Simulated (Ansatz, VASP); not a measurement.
**InP: VASP beside Ansatz**

```xyz
2
Lattice="0.0000 2.6550 3.7542 2.6550 0.0000 3.7542 2.6550 2.6550 0.0000" Properties=species:S:1:pos:R:3 pbc="T T T"
In    0.0000    0.0000    0.0000
P     3.9826    3.9826    5.6313
```

Alike in both runs: task single point; functional PBE; k mesh 12 × 12 × 12; occupations gaussian, width 0.05 eV; no spin polarisation.

|  | VASP | Ansatz |
| --- | --- | --- |
| version | VASP 6.6.1 | Ansatz 0.2.0 |
| potentials or method | VASP PAW PBE potentials, release 64 (In_d, P), cutoff 520 eV | scalar-relativistic, plane waves, PAW |
| valence electrons in the cell | 18 | 18 |

Ansatz gave:

- gap on the k mesh at the Fermi level (eV): none
- pressure (GPa): -1.1
- traceless stress, the component that is largest in VASP (GPa): -12.83

Problem. Estimate VASP's values.

Solution. gap on the k mesh at the Fermi level (eV): none; pressure (GPa): -1.2; traceless stress, the component that is largest in VASP (GPa): -12.82.

A gap of «none» marks a metal or a gap that the smearing closes.
